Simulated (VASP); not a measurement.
Wanted: the native input for a VASP 6.6.1 run.

* Task: relaxation of cell and atoms
* Functional: LDA
* Potentials or basis: VASP PAW LDA potentials, release 64 (K_sv, F)
* Cutoff: 600 eV
* k mesh: 6 × 6 × 4
* Occupations: fermi-dirac, width 0.02 eV
* Spin: no spin polarisation
* Dipole correction: no
* Further INCAR settings: ALGO = Normal; EDIFF = 1e-06; IBRION = 2; EDIFFG = -0.005; NSW = 80; ISIF = 3

The structure of KF lies in POSCAR:

```
KF
1.0
    4.5466990465      0.0000000000      0.0000000000
   -2.2733495233      3.9375568777      0.0000000000
    0.0000000000      0.0000000000      5.3744178451
K F
2 2
Direct
    0.3333333333      0.6666666667     -0.0624993172
    0.6666666667      0.3333333333      0.4375006828
    0.3333333333      0.6666666667      0.4374993172
    0.6666666667      0.3333333333      0.9374993172
```

These files were run (other wordings do the same):

INCAR

```
ALGO = Normal ; EDIFF = 1E-6
EDIFFG = -0.005 ; ENCUT = 600
GGA = CA ; IBRION = 2
ISIF = 3 ; ISMEAR = -1
LASPH = True ; LCHARG = False
LREAL = False ; LWAVE = False
NELM = 80 ; NSW = 80
PREC = Accurate ; SIGMA = 0.02
```

KPOINTS

```
k-points
0
Gamma
  6 6 4
```

Potentials or basis: VASP PAW LDA potentials, release 64 (K_sv, F).

Launch:

```bash
$ cat potpaw_LDA.64/K_sv/POTCAR potpaw_LDA.64/F/POTCAR > POTCAR
$ mpirun -np 1 vasp_std > vasp.out
```

It gave:

The relaxed volume is 21.05 Å³/atom and the relaxed cell is a = 4.354 Å, b = 4.354 Å, c = 5.128 Å, α = 90.00°, β = 90.00°, γ = 120.00°. The space group after relaxing (to 0.1 Å) is P6_3/mmc (No. 194) and the energy gained by relaxing is 35.3 meV/atom. The ionic steps are 6 and the pressure after relaxing is 0.0 GPa. The band gap on the k mesh is 5.38 eV.

Caveat: the structure was generated, so it needn't be the stable form of KF.

It took 2.1 min on 1 thread of Intel Xeon 8259CL (shared host), peak memory 0.23 GiB.
